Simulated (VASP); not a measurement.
Input of a VASP 6.6.1 run:

The input INCAR:

```
ALGO     = Fast           # electronic algorithm
EDIFF    = 1E-7           # SCF threshold, eV
ENCUT    = 520            # plane-wave cutoff, eV
GGA      = PS             # functional
ISIF     = 2              # what is computed and relaxed
ISMEAR   = 0              # smearing method
LASPH    = True           # aspherical terms in the spheres
LCHARG   = False          # write CHGCAR
LREAL    = False          # projectors in reciprocal space
LWAVE    = False          # write WAVECAR
NBANDS   = 26             # bands
NELM     = 80             # most SCF steps
PREC     = Accurate       # precision mode
SIGMA    = 0.1            # smearing width, eV
```

The input KPOINTS:

```
k-points
0
Gamma
  12 12 12
```

File POSCAR:

```
FeCo3
1.0
    3.5357026200      0.0000000000      0.0000000000
    0.0000000000      3.5357026200      0.0000000000
    0.0000000000      0.0000000000      3.5357026200
Fe Co
1 3
Direct
    0.0000000000      0.0000000000      0.0000000000
    0.5000000000      0.5000000000      0.0000000000
    0.5000000000      0.0000000000      0.5000000000
    0.0000000000      0.5000000000      0.5000000000
```

Potentials or basis: VASP PAW PBE potentials, release 64 (Fe, Co).

The run is started by

```bash
$ cat potpaw_PBE.64/Fe/POTCAR potpaw_PBE.64/Co/POTCAR > POTCAR
$ mpirun -np 1 vasp_std > vasp.out
```

Question: Estimate the band gap on the k mesh.

Answer: Zero (an odd number of electrons rules out a gap without spin polarisation).

Question: What does it give for the pressure?

Answer: -26.0 GPa.

Caveat: the cell stands under tension; the PAW data sets were made with another functional, which shifts forces and pressure a little; the run has no spin polarisation, though such a crystal can be magnetic. Spin polarisation is off, so any magnetic state and its effect on volume and gap are missing.
